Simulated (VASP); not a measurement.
# P (Im-3m) in VASP: a series of runs, part 2 of 2

VASP 6.6.1.

### Step 5. Single point, LDA

This run uses another cell than the first one, of 13.88 Å³/atom.

File INCAR:

```
SYSTEM = P
PREC = Accurate
ENCUT = 520
EDIFF = 1E-6
ISMEAR = -1
SIGMA = 0.02
LREAL = .FALSE.
LASPH = .TRUE.
NELM = 100
ALGO = Normal
ISIF = 2
LWAVE = .FALSE.
LCHARG = .FALSE.
NBANDS = 8
```

File KPOINTS:

```
Automatic mesh
0
G
  20 20 20
  0 0 0
```

File POSCAR:

```
P
1.0
    1.5139802416      1.5139802416      1.5139802416
   -1.5139802416      1.5139802416      1.5139802416
   -1.5139802416     -1.5139802416      1.5139802416
P
1
Direct
    0.0000000000      0.0000000000      0.0000000000
```

Potentials or basis: VASP PAW LDA potentials, release 64 (P).

On the command line:

```console
$ cat potpaw_LDA.64/P/POTCAR > POTCAR
$ mpirun -np 1 vasp_std > vasp.out
```

OUTCAR:

```text
SYSTEM = P
   PREC = Accurate
   ENCUT = 520
   EDIFF = 1E-6
   ISMEAR = -1
   LREAL = .FALSE.
   LASPH = .TRUE.
   NELM = 100
   ISIF = 2

 ion  position               nearest neighbor table
   1  0.000  0.000  0.000-

  LATTYP: Found a body centered cubic cell.
 ALAT       =     3.0279604832

  Lattice vectors:

 A1 = (   1.5139802416,  -1.5139802416,  -1.5139802416)
 A2 = (   1.5139802416,   1.5139802416,   1.5139802416)
 A3 = (  -1.5139802416,  -1.5139802416,   1.5139802416)

Analysis of symmetry for initial positions (statically):
=====================================================================
 Subroutine PRICEL returns:
 Original cell was already a primitive cell.

 Routine SETGRP: Setting up the symmetry group for a
 body centered cubic supercell.

 Subroutine GETGRP returns: Found 48 space group operations
 (whereof 48 operations were pure point group operations)
 out of a pool of 48 trial point group operations.

The static configuration has the point symmetry O_h .

Analysis of symmetry for dynamics (positions and initial velocities):
=====================================================================
 Subroutine PRICEL returns:
 Original cell was already a primitive cell.

 Routine SETGRP: Setting up the symmetry group for a
 body centered cubic supercell.

 Subroutine GETGRP returns: Found 48 space group operations
 (whereof 48 operations were pure point group operations)
 out of a pool of 48 trial point group operations.

The dynamic configuration has the point symmetry O_h .

 Subroutine INISYM returns: Found 48 space group operations
 (whereof 48 operations are pure point group operations),
 and found     1 'primitive' translations

----------------------------------------------------------------------------------------

                                     Primitive cell

  volume of cell :      13.8810

  direct lattice vectors                    reciprocal lattice vectors
     1.513980242  1.513980242  1.513980242     0.330255301  0.000000000  0.330255301
    -1.513980242  1.513980242  1.513980242    -0.330255301  0.330255301  0.000000000
    -1.513980242 -1.513980242  1.513980242     0.000000000 -0.330255301  0.330255301

  length of vectors
     2.622290700  2.622290700  2.622290700     0.467051525  0.467051525  0.467051525

  position of ions in fractional coordinates (direct lattice)
     0.000000000  0.000000000  0.000000000

  ion indices of the primitive-cell ions
   primitive index   ion index
                 1           1

----------------------------------------------------------------------------------------

 KPOINTS: Automatic mesh

Automatic generation of k-mesh.
 Grid dimensions read from file:
 generate k-points for:   20   20   20

 Generating k-lattice:

  Cartesian coordinates                     Fractional coordinates (reciprocal lattice)
     0.016512765  0.000000000  0.016512765     0.050000000  0.000000000  0.000000000
    -0.016512765  0.016512765  0.000000000     0.000000000  0.050000000  0.000000000
     0.000000000 -0.016512765  0.016512765     0.000000000  0.000000000  0.050000000

  Length of vectors
     0.023352576  0.023352576  0.023352576

  Shift w.r.t. Gamma in fractional coordinates (k-lattice)
     0.000000000  0.000000000  0.000000000

 Subroutine IBZKPT returns following result:
 ===========================================

 Found    256 irreducible k-points:

 Following reciprocal coordinates:
            Coordinates               Weight
  0.000000  0.000000  0.000000      1.000000
  0.050000  0.000000  0.000000     12.000000
  0.100000  0.000000  0.000000     12.000000
  0.150000  0.000000  0.000000     12.000000
  0.200000  0.000000  0.000000     12.000000
  0.250000  0.000000  0.000000     12.000000
[... 16 lines left out ...]
  0.300000  0.100000  0.000000     48.000000
  0.350000  0.100000 -0.000000     48.000000
 [... further k-points ...]
   k-points           NKPTS =    256   k-points in BZ     NKDIM =    256   number of bands    NBANDS=      8
   number of dos      NEDOS =    301   number of ions     NIONS =      1
   total plane-waves  NPLWV =   8000
   dimension x,y,z NGX =    20 NGY =   20 NGZ =   20
   dimension x,y,z NGXF=    40 NGYF=   40 NGZF=   40
   ions per type =               1
   NGX,Y,Z   is equivalent  to a cutoff of  12.68, 12.68, 12.68 a.u.
   NGXF,Y,Z  is equivalent  to a cutoff of  25.36, 25.36, 25.36 a.u.
 SYSTEM =  P
   PREC   = accura    normal or accurate (medium, high low for compatibility)
   ISTART =      0    job   : 0-new  1-cont  2-samecut
   ICHARG =      2    charge: 1-file 2-atom 10-const
   ISPIN  =      1    spin polarized calculation?
   LNONCOLLINEAR =      F non collinear calculations
   LSORBIT =      F    spin-orbit coupling
   LASPH  =      T    aspherical Exc in radial PAW
   ENCUT  =  520.0 eV  38.22 Ry    6.18 a.u.   4.88  4.88  4.88*2*pi/ulx,y,z
   NELM   =    100;   NELMIN=  2; NELMDL= -5     # of ELM steps
   EDIFF  = 0.1E-05   stopping-criterion for ELM
   LREAL  =      F    real-space projection
   EDIFFG = 0.1E-04   stopping-criterion for IOM
   NSW    =      0    number of steps for IOM
   IBRION =     -1    ionic relax: 0-MD 1-quasi-New 2-CG
   NFREE  =      0    steps in history (QN), initial steepest desc. (CG)
   ISIF   =      2    stress and relaxation
   ISYM   =      2    0-nonsym 1-usesym 2-fastsym
   POTIM  = 0.5000    time-step for ionic-motion
   TEBEG  =    0.0;   TEEND  =   0.0 temperature during run
   PSTRESS=    0.0 pullay stress
   NELECT =       5.0000    total number of electrons
   NUPDOWN=      -1.0000    fix difference up-down
   EMIN   =  10.00;   EMAX   =-10.00  energy-range for DOS
   EFERMI =   0.00;   METHOD = LEGACY
   ISMEAR =    -1;   SIGMA  =   0.02  broadening in eV -4-tet -1-fermi 0-gaus
   EFERMI_NEDOS =   21; number of points for ismear=-14 and -15
   IALGO  =     38    algorithm
   IMIX   =      4    mixing-type and parameters
     AMIX     =   0.40;   BMIX     =  1.00
     AMIX_MAG =   1.60;   BMIX_MAG =  1.00
  volume/ion in A,a.u.               =      13.88        93.67
  Fermi-wavevector in a.u.,A,eV,Ry     =   1.164818  2.201186 18.460388  1.356800
  Thomas-Fermi vector in A             =   2.301351
   LORBIT       =      0    0 simple, 1 ext, 2 COOP (PROOUT), +10 PAW based schemes
   GGA     = CA    functional components
   LHFCALC =     F    Hartree Fock is set to
   AEXX    =    0.0000 exact exchange contribution
   IVDW    =     0    specifies the selected vdW correction
   LEPSILON=     F    determine dielectric tensor
   LRPA    =     F    only Hartree local field effects (RPA)
 non-spin polarized calculation
  energy-cutoff  :      520.00
  volume of cell :       13.88
 maximum number of plane-waves:       386
   NGX =  9   NGY =  9   NGZ =  9

 number of electron       5.0000001 magnetization

 Free energy of the ion-electron system (eV)
  ---------------------------------------------------
  ext. energy  EPLUGINS =         0.00000000
  ---------------------------------------------------
  free energy    TOTEN  =        -5.47374266 eV

  energy without entropy =       -5.47308058  energy(sigma->0) =       -5.47341162

 E-fermi :  10.2947     XC(G=0): -11.7444

 val. band max:       10.2580483452   @ k =   0.3000   0.1000   0.0000
 cond. band min:      10.2956059986   @ k =   0.3000   0.2000   0.1000
 fundamental gap:      0.0375576534
 Fermi energy:        10.2946979656

 k-point     1 :       0.0000    0.0000    0.0000
  band No.  band energies     occupation
      1      -6.3426      2.00000
      2      17.6257      0.00000
      3      17.6257      0.00000
      4      17.6257      0.00000
      5      22.3994      0.00000
      6      22.3994      0.00000
      7      22.3994      0.00000
      8      26.3770      0.00000

 k-point     2 :       0.0500    0.0000    0.0000
  band No.  band energies     occupation
      1      -6.2661      2.00000
      2      17.1025      0.00000
      3      17.3225      0.00000
      4      17.5751      0.00000
      5      22.1715      0.00000
      6      22.5106      0.00000
      7      22.8365      0.00000
      8      25.8329      0.00000
[... 221 lines left out ...]
 k-point    23 :       0.3000    0.1000    0.0000
  band No.  band energies     occupation
      1      -4.2159      2.00000
      2      10.2580      1.72411
      3      13.0722      0.00000
      4      15.6015      0.00000
      5      20.2587      0.00000
      6      21.6950      0.00000
      7      25.0642      0.00000
      8      27.6041      0.00000

 k-point    24 :       0.3500    0.1000   -0.0000
  band No.  band energies     occupation
      1      -3.3924      2.00000
      2       8.3912      2.00000
      3      12.4184      0.00000
      4      15.1847      0.00000
      5      19.7963      0.00000
      6      21.3794      0.00000
      7      25.5024      0.00000
      8      28.7026      0.00000

 [... further k-points ...]
[... 5 lines left out ...]
  --------------------------------------------------------------------------------------
  -------------------------------------------------------------------------------------
  Total       -0.1987142     -0.1987142     -0.1987142      0.0000000      0.0000000     -0.0000000
  in kB      -22.9360598    -22.9360598    -22.9360598      0.0000000      0.0000000     -0.0000000
  external PRESSURE =     -22.9360598 kB  Pullay stress =       0.0000000 kB

 VOLUME and BASIS-vectors are now :
 -----------------------------------------------------------------------------
  energy-cutoff  :      520.00
  volume of cell :       13.88
      direct lattice vectors                 reciprocal lattice vectors
     1.513980242  1.513980242  1.513980242     0.330255301  0.000000000  0.330255301
    -1.513980242  1.513980242  1.513980242    -0.330255301  0.330255301  0.000000000
    -1.513980242 -1.513980242  1.513980242     0.000000000 -0.330255301  0.330255301

 POSITION                                       TOTAL-FORCE (eV/Angst)
 -----------------------------------------------------------------------------------
      0.00000      0.00000      0.00000         0.000000     -0.000000     -0.000000
 -----------------------------------------------------------------------------------
    total drift:                                0.000000     -0.000000      0.000000

  FREE ENERGIE OF THE ION-ELECTRON SYSTEM (eV)
  ---------------------------------------------------
  free  energy   TOTEN  =        -5.4737426566 eV

  energy  without entropy=       -5.4730805756  energy(sigma->0) =       -5.47341162
```

It took 18 s on 1 thread of Intel Xeon 8259CL, shared host; peak memory 0.13 GiB.

What came out:

| Item | Value |
| --- | --- |
| Free energy | -5.4737 eV |
| Pressure | -2.3 GPa |
| Band gap on the k mesh | zero (an odd number of electrons rules out a gap without spin polarisation) |

### Step 6. Overview

```csv
cell,gap on the mesh (eV),pressure (GPa)
"a = 2.588 Å, angles 70.5, 109.5, 70.5°, 1 atom",none,2.2
"a = 2.605 Å, angles 70.5, 109.5, 70.5°, 1 atom",none,-0.1
"a = 2.622 Å, angles 70.5, 109.5, 70.5°, 1 atom",none,-2.3
```

Alike in all rows: task single point; level LDA; potentials or basis VASP PAW LDA potentials, release 64 (P); no spin polarisation; k mesh 20 × 20 × 20; cutoff (eV) 520; smearing fermi-dirac 0.02 eV.

Absolute energies hang on the potentials; compare differences alone.
